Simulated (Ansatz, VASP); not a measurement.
Ti3SiO8: VASP beside Ansatz

The input POSCAR:

```
Ti3SiO8
1.0
    3.1787471264     -3.1702595022      0.0000000000
    3.1787471264      3.1702595022      0.0000000000
    0.0000000000      0.0000000000      5.7867066174
Si Ti O
1 3 8
Direct
    0.5000000000      0.5000000000      0.0000000000
    0.0000000000      0.0000000000      0.7559920704
    0.5000000000      0.5000000000      0.5000000000
    0.0000000000      0.0000000000      0.2440079296
    0.2095489344      0.2095489344      0.0000000000
    0.7904510656      0.7904510656      0.0000000000
    0.6878077306      0.3121922694      0.7704360942
    0.3121922694      0.6878077306      0.7704360942
    0.1950829072      0.1950829072      0.5000000000
    0.8049170928      0.8049170928      0.5000000000
    0.6878077306      0.3121922694      0.2295639058
    0.3121922694      0.6878077306      0.2295639058
```

INCAR.step1

```
SYSTEM = Ti3SiO8
ALGO = Normal
EDIFF = 1E-4
ENCUT = 520
GGA = PE
ISMEAR = 0
LASPH = .TRUE.
LCHARG = .FALSE.
LREAL = .FALSE.
LWAVE = .TRUE.
NBANDS = 56
NELM = 100
PREC = Accurate
SIGMA = 0.01
```

File INCAR.step2:

```
SYSTEM = Ti3SiO8
ALGO = Normal
EDIFF = 1E-6
ENCUT = 520
ISIF = 2
ISMEAR = 0
ISTART = 1
LASPH = .TRUE.
LCHARG = .FALSE.
LMIXTAU = .TRUE.
LREAL = .FALSE.
LWAVE = .FALSE.
METAGGA = R2SCAN
NBANDS = 56
NELM = 100
PREC = Accurate
SIGMA = 0.01
```

Contents of KPOINTS:

```
k-points
0
G
  6 6 4
  0 0 0
```

Input for Ansatz:

```yaml
crystal:
  lattice:
    - [3.1787471264, -3.1702595022, 0.0]
    - [3.1787471264, 3.1702595022, 0.0]
    - [0.0, 0.0, 5.7867066174]
  atoms:
    - { symbol: Si, position: [0.5, 0.5, 0.0] }
    - { symbol: Ti, position: [0.0, 0.0, 0.7559920704] }
    - { symbol: O, position: [0.2095489344, 0.2095489344, 0.0] }
    - { symbol: O, position: [0.7904510656, 0.7904510656, 0.0] }
    - { symbol: O, position: [0.6878077306, 0.3121922694, 0.7704360942] }
    - { symbol: O, position: [0.3121922694, 0.6878077306, 0.7704360942] }
    - { symbol: Ti, position: [0.5, 0.5, 0.5] }
    - { symbol: Ti, position: [0.0, 0.0, 0.2440079296] }
    - { symbol: O, position: [0.1950829072, 0.1950829072, 0.5] }
    - { symbol: O, position: [0.8049170928, 0.8049170928, 0.5] }
    - { symbol: O, position: [0.6878077306, 0.3121922694, 0.2295639058] }
    - { symbol: O, position: [0.3121922694, 0.6878077306, 0.2295639058] }
kpoints:
  mp_grid: { grid: [6, 6, 4] }
  band_path:
    path:
      - [0.0, 0.0, 0.0]
      - [0.5, 0.5, 0.0]
      - [0.0, 0.0, 0.5]
      - [0.4986667243, -0.4986667243, 0.5]
      - [0.5013332757, 0.4986667243, 0.5]
      - [0.5, 0.0, 0.0]
    npoints: 1
hamiltonian:
  xc: r2scan
scf:
  occupations: { method: fixed }
  n_extra_bands: 7
output:
  forces: true
  stress: true
  eigenvalues: true
  write_density: true
  write_potential: true
  elf: true
  volumetric_format: npy
```

Alike in both runs: task single point; functional r2SCAN; k mesh 6 × 6 × 4; no spin polarisation.

|  | VASP | Ansatz |
| --- | --- | --- |
| version | VASP 6.6.1 | Ansatz 0.2.0 |
| potentials or method | VASP PAW PBE potentials, release 64 (Si, Ti_sv, O) | plane waves, PAW |
| plane-wave cutoff (eV) | 520 | 500 |
| occupations | gaussian, width 0.01 eV | fixed |
| valence electrons in the cell | 88 | 88 |

Ansatz gave:

- gap on the k mesh at the Fermi level (eV): 1.97
- pressure (GPa): 0.0
- rms of the force components (eV/Å): 0.000

Question: What did VASP give for the same quantities?

Answer: gap on the k mesh at the Fermi level (eV): 1.99; pressure (GPa): 1.1; rms of the force components (eV/Å): 0.020.

VASP's potentials were made for PBE, not for r2SCAN.
